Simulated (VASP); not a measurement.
# CsI (Pm-3m) in VASP: notebook

Aim: see how the results for CsI move with the level of theory and the settings. Levels: PBE, PBE+D3(BJ). Tasks: electric field gradients.

Program: VASP 6.6.1. These are calculated values, not measurements. Logs are shortened: lines on timing, memory, paths and dates and some standing lists are left out, and cuts for length are marked.

## (1) The cell of the first run

The structure is cubic, space group Pm-3m (No. 221). The conventional cell has a = 4.567 Å, b = 4.567 Å, c = 4.567 Å, α = 90.00°, β = 90.00°, γ = 90.00°. Within 5.2 Å of Cs (site symmetry m-3m) lie 8 I at 3.95 Å and 6 Cs at 4.57 Å. I (site symmetry m-3m) has 8 Cs at 3.95 Å and 6 I at 4.57 Å within 5.2 Å.

## (2) Electric field gradients, PBE

The input, INCAR:

```
  PREC = Accurate
  ENCUT = 400
  EDIFF = 1E-8
  ISMEAR = -1
  SIGMA = 0.01
  LREAL = F
  LASPH = T
  NELM = 120
  ALGO = Normal
  ISIF = 2
  LWAVE = F
  LCHARG = F
  GGA = PE
  LEFG = T
  NBANDS = 15
  GGA_COMPAT = F
```

The input, KPOINTS:

```
regular mesh
0
Gamma
  7 7 7
```

The input, POSCAR:

```
CsI
1.0
    4.5667000000      0.0000000000      0.0000000000
    0.0000000000      4.5667000000      0.0000000000
    0.0000000000      0.0000000000      4.5667000000
Cs I
1 1
Direct
    0.0000000000      0.0000000000      0.0000000000
    0.5000000000      0.5000000000      0.5000000000
```

Potentials or basis: VASP PAW PBE potentials, release 64 (Cs_sv, I).

Run with:

```console
> cat potpaw_PBE.64/Cs_sv/POTCAR potpaw_PBE.64/I/POTCAR > POTCAR
> mpirun -np 1 vasp_std > vasp.out
```

OUTCAR:

```text
PREC = Accurate
   ENCUT = 400
   EDIFF = 1E-8
   ISMEAR = -1
   LREAL = F
   LASPH = T
   NELM = 120
   ISIF = 2
   GGA = PE

 ion  position               nearest neighbor table
   1  0.000  0.000  0.000-
   2  0.500  0.500  0.500-

  LATTYP: Found a simple cubic cell.
 ALAT       =     4.5667000000

  Lattice vectors:

 A1 = (   4.5667000000,   0.0000000000,   0.0000000000)
 A2 = (   0.0000000000,   4.5667000000,   0.0000000000)
 A3 = (   0.0000000000,   0.0000000000,   4.5667000000)

Analysis of symmetry for initial positions (statically):
=====================================================================
 Subroutine PRICEL returns:
 Original cell was already a primitive cell.

 Routine SETGRP: Setting up the symmetry group for a
 simple cubic supercell.

 Subroutine GETGRP returns: Found 48 space group operations
 (whereof 48 operations were pure point group operations)
 out of a pool of 48 trial point group operations.

The static configuration has the point symmetry O_h .

Analysis of symmetry for dynamics (positions and initial velocities):
=====================================================================
 Subroutine PRICEL returns:
 Original cell was already a primitive cell.

 Routine SETGRP: Setting up the symmetry group for a
 simple cubic supercell.

 Subroutine GETGRP returns: Found 48 space group operations
 (whereof 48 operations were pure point group operations)
 out of a pool of 48 trial point group operations.

The dynamic configuration has the point symmetry O_h .

 Subroutine INISYM returns: Found 48 space group operations
 (whereof 48 operations are pure point group operations),
 and found     1 'primitive' translations

----------------------------------------------------------------------------------------

                                     Primitive cell

  volume of cell :      95.2374

  direct lattice vectors                    reciprocal lattice vectors
     4.566700000  0.000000000  0.000000000     0.218976504  0.000000000  0.000000000
     0.000000000  4.566700000  0.000000000     0.000000000  0.218976504  0.000000000
     0.000000000  0.000000000  4.566700000     0.000000000  0.000000000  0.218976504

  length of vectors
     4.566700000  4.566700000  4.566700000     0.218976504  0.218976504  0.218976504

  position of ions in fractional coordinates (direct lattice)
     0.000000000  0.000000000  0.000000000
     0.500000000  0.500000000  0.500000000

  ion indices of the primitive-cell ions
   primitive index   ion index
                 1           1
                 2           2

----------------------------------------------------------------------------------------

 KPOINTS: regular mesh

Automatic generation of k-mesh.
 Grid dimensions read from file:
 generate k-points for:    7    7    7

 Generating k-lattice:

  Cartesian coordinates                     Fractional coordinates (reciprocal lattice)
     0.031282358  0.000000000  0.000000000     0.142857143  0.000000000  0.000000000
     0.000000000  0.031282358  0.000000000     0.000000000  0.142857143  0.000000000
     0.000000000  0.000000000  0.031282358     0.000000000  0.000000000  0.142857143

  Length of vectors
     0.031282358  0.031282358  0.031282358

  Shift w.r.t. Gamma in fractional coordinates (k-lattice)
     0.000000000  0.000000000  0.000000000

 Subroutine IBZKPT returns following result:
 ===========================================

 Found     20 irreducible k-points:

 Following reciprocal coordinates:
            Coordinates               Weight
  0.000000  0.000000  0.000000      1.000000
  0.142857  0.000000  0.000000      6.000000
  0.285714  0.000000  0.000000      6.000000
  0.428571  0.000000  0.000000      6.000000
  0.142857  0.142857  0.000000     12.000000
  0.285714  0.142857  0.000000     24.000000
[... 12 lines left out ...]
  0.428571  0.428571  0.285714     24.000000
  0.428571  0.428571  0.428571      8.000000
   k-points           NKPTS =     20   k-points in BZ     NKDIM =     20   number of bands    NBANDS=     15
   number of dos      NEDOS =    301   number of ions     NIONS =      2
   total plane-waves  NPLWV =  27000
   dimension x,y,z NGX =    30 NGY =   30 NGZ =   30
   dimension x,y,z NGXF=    60 NGYF=   60 NGZF=   60
   ions per type =               1   1
   NGX,Y,Z   is equivalent  to a cutoff of  10.92, 10.92, 10.92 a.u.
   NGXF,Y,Z  is equivalent  to a cutoff of  21.84, 21.84, 21.84 a.u.
 SYSTEM =  unknown system
   PREC   = accura    normal or accurate (medium, high low for compatibility)
   ISTART =      0    job   : 0-new  1-cont  2-samecut
   ICHARG =      2    charge: 1-file 2-atom 10-const
   ISPIN  =      1    spin polarized calculation?
   LNONCOLLINEAR =      F non collinear calculations
   LSORBIT =      F    spin-orbit coupling
   LASPH  =      T    aspherical Exc in radial PAW
   ENCUT  =  400.0 eV  29.40 Ry    5.42 a.u.   7.45  7.45  7.45*2*pi/ulx,y,z
   NELM   =    120;   NELMIN=  2; NELMDL= -5     # of ELM steps
   EDIFF  = 0.1E-07   stopping-criterion for ELM
   LREAL  =      F    real-space projection
   EDIFFG = 0.1E-06   stopping-criterion for IOM
   NSW    =      0    number of steps for IOM
   IBRION =     -1    ionic relax: 0-MD 1-quasi-New 2-CG
   NFREE  =      0    steps in history (QN), initial steepest desc. (CG)
   ISIF   =      2    stress and relaxation
   ISYM   =      2    0-nonsym 1-usesym 2-fastsym
   POTIM  = 0.5000    time-step for ionic-motion
   TEBEG  =    0.0;   TEEND  =   0.0 temperature during run
   PSTRESS=    0.0 pullay stress
   NELECT =      16.0000    total number of electrons
   NUPDOWN=      -1.0000    fix difference up-down
   EMIN   =  10.00;   EMAX   =-10.00  energy-range for DOS
   EFERMI =   0.00;   METHOD = LEGACY
   ISMEAR =    -1;   SIGMA  =   0.01  broadening in eV -4-tet -1-fermi 0-gaus
   EFERMI_NEDOS =   21; number of points for ismear=-14 and -15
   IALGO  =     38    algorithm
   IMIX   =      4    mixing-type and parameters
     AMIX     =   0.40;   BMIX     =  1.00
     AMIX_MAG =   1.60;   BMIX_MAG =  1.00
  volume/ion in A,a.u.               =      47.62       321.35
  Fermi-wavevector in a.u.,A,eV,Ry     =   0.903328  1.707043 11.102385  0.816002
  Thomas-Fermi vector in A             =   2.026641
   LORBIT       =      0    0 simple, 1 ext, 2 COOP (PROOUT), +10 PAW based schemes
   GGA     = PE    functional components
   LHFCALC =     F    Hartree Fock is set to
   AEXX    =    0.0000 exact exchange contribution
   IVDW    =     0    specifies the selected vdW correction
   LEPSILON=     F    determine dielectric tensor
   LRPA    =     F    only Hartree local field effects (RPA)
 non-spin polarized calculation
  energy-cutoff  :      400.00
  volume of cell :       95.24
 maximum number of plane-waves:      1759
 NGX is ok and might be reduce to    30
   NGX = 15   NGY = 15   NGZ = 15

 number of electron      16.0000007 magnetization

 Free energy of the ion-electron system (eV)
  ---------------------------------------------------
  ext. energy  EPLUGINS =         0.00000000
  ---------------------------------------------------
  free energy    TOTEN  =        -5.42725654 eV

  energy without entropy =       -5.42725654  energy(sigma->0) =       -5.42725654

 E-fermi :   1.0458     XC(G=0):  -7.7685

 val. band max:        0.7881930633   @ k =   0.4286   0.4286   0.0000
 cond. band min:       4.6894512696   @ k =   0.0000   0.0000   0.0000
 fundamental gap:      3.9012582063
 Fermi energy:         1.0457552665

 k-point     1 :       0.0000    0.0000    0.0000
  band No.  band energies     occupation
      1     -19.5757      2.00000
      2      -9.8443      2.00000
      3      -6.2775      2.00000
      4      -6.2775      2.00000
      5      -6.2775      2.00000
      6       0.7245      2.00000
      7       0.7245      2.00000
      8       0.7245      2.00000
      9       4.6895      0.00000
     10       4.9942      0.00000
     11       4.9942      0.00000
     12       8.5744      0.00000
     13       8.5744      0.00000
     14       8.5744      0.00000
     15      11.0048      0.00000

 k-point     2 :       0.1429    0.0000    0.0000
  band No.  band energies     occupation
      1     -19.5711      2.00000
      2      -9.8460      2.00000
      3      -6.3079      2.00000
      4      -6.2657      2.00000
      5      -6.2657      2.00000
      6       0.3596      2.00000
      7       0.6963      2.00000
      8       0.6963      2.00000
      9       5.1169      0.00000
     10       5.1273      0.00000
     11       5.4531      0.00000
     12       8.5100      0.00000
     13       8.5100      0.00000
     14       8.6671      0.00000
     15      10.0490      0.00000

 k-point     3 :       0.2857    0.0000    0.0000
  band No.  band energies     occupation
      1     -19.5606      2.00000
      2      -9.8514      2.00000
      3      -6.3675      2.00000
      4      -6.2389      2.00000
      5      -6.2389      2.00000
      6      -0.2780      2.00000
      7       0.6313      2.00000
      8       0.6313      2.00000
      9       5.4657      0.00000
     10       6.0691      0.00000
     11       6.5455      0.00000
     12       8.4913      0.00000
     13       8.4913      0.00000
     14       8.7472      0.00000
     15       8.9132      0.00000
[... 271 lines left out ...]
 k-point    19 :       0.4286    0.4286    0.2857
  band No.  band energies     occupation
      1     -19.5181      2.00000
      2      -9.6258      2.00000
      3      -6.5578      2.00000
      4      -6.5512      2.00000
      5      -6.4041      2.00000
      6      -0.3036      2.00000
      7      -0.2879      2.00000
      8      -0.0185      2.00000
      9       6.4442      0.00000
     10       7.0870      0.00000
     11       7.3152      0.00000
     12       7.8604      0.00000
     13       9.1773      0.00000
     14       9.2190      0.00000
     15      10.7533      0.00000

 k-point    20 :       0.4286    0.4286    0.4286
  band No.  band energies     occupation
      1     -19.5109      2.00000
      2      -9.5865      2.00000
      3      -6.5283      2.00000
      4      -6.5196      2.00000
      5      -6.5196      2.00000
      6      -0.4320      2.00000
      7      -0.4320      2.00000
      8      -0.3550      2.00000
      9       7.2677      0.00000
     10       7.7124      0.00000
     11       7.7124      0.00000
     12       8.7283      0.00000
     13       8.7445      0.00000
     14       8.7445      0.00000
     15      10.7418      0.00000

------------------------ aborting loop because EDIFF is reached ----------------------------------------

  FORCE on cell =-STRESS in cart. coord.  units (eV):
  Direction    XX          YY          ZZ          XY          YZ          ZX
  --------------------------------------------------------------------------------------
  -------------------------------------------------------------------------------------
  Total        0.4641358      0.4641358      0.4641358     -0.0000000     -0.0000000     -0.0000000
  in kB        7.8081507      7.8081507      7.8081507     -0.0000000     -0.0000000     -0.0000000
  external PRESSURE =       7.8081507 kB  Pullay stress =       0.0000000 kB

 VOLUME and BASIS-vectors are now :
 -----------------------------------------------------------------------------
  energy-cutoff  :      400.00
  volume of cell :       95.24
      direct lattice vectors                 reciprocal lattice vectors
     4.566700000  0.000000000  0.000000000     0.218976504  0.000000000  0.000000000
     0.000000000  4.566700000  0.000000000     0.000000000  0.218976504  0.000000000
     0.000000000  0.000000000  4.566700000     0.000000000  0.000000000  0.218976504

 POSITION                                       TOTAL-FORCE (eV/Angst)
 -----------------------------------------------------------------------------------
      0.00000      0.00000      0.00000         0.000000      0.000000      0.000000
      2.28335      2.28335      2.28335         0.000000      0.000000      0.000000
 -----------------------------------------------------------------------------------
    total drift:                                0.000000     -0.000000     -0.000000

  FREE ENERGIE OF THE ION-ELECTRON SYSTEM (eV)
  ---------------------------------------------------
  free  energy   TOTEN  =        -5.4272565367 eV

  energy  without entropy=       -5.4272565367  energy(sigma->0) =       -5.42725654

 Electric field gradients (V/A^2)
---------------------------------------------------------------------
 ion       V_xx      V_yy      V_zz      V_xy      V_xz      V_yz
---------------------------------------------------------------------
   1       0.000     0.000    -0.000    -0.000    -0.000     0.000
   2       0.000     0.000    -0.000    -0.000    -0.000     0.000
---------------------------------------------------------------------

 Electric field gradients after diagonalization (V/A^2)
 (convention: |V_zz| > |V_xx| > |V_yy|)
----------------------------------------------------------------------
 ion       V_xx      V_yy      V_zz     asymmetry (V_yy - V_xx)/ V_zz
----------------------------------------------------------------------
   1       0.000    -0.000     0.000      -1.222
   2       0.000     0.000    -0.000       0.078
----------------------------------------------------------------------

           NMR quadrupolar parameters

 Cq : quadrupolar parameter    Cq=e*Q*V_zz/h
 eta: asymmetry parameters     (V_yy - V_xx)/ V_zz
 Q  : nuclear electric quadrupole moment in mb (millibarn)
----------------------------------------------------------------------
 ion       Cq(MHz)       eta       Q (mb)
----------------------------------------------------------------------
   1       0.000      -1.222       1.000
   2      -0.000       0.078       1.000
----------------------------------------------------------------------
```

Run time: 11 s. Hardware: 1 thread of AMD EPYC 9R45 (Zen 5), shared host; peak memory 0.14 GiB.

What came out:

- Free energy: -5.4273 eV
- Pressure: 0.8 GPa
- Band gap on the k mesh: 3.90 eV (least direct gap 3.96 eV)
- Largest electric field gradient by atom: zero within the noise of the run

Caveat: spin-orbit coupling is left out, which moves the levels of the heavy elements; an odd mesh through Γ misses points on the zone boundary, where band edges can lie.

[end of part 1 of 3]
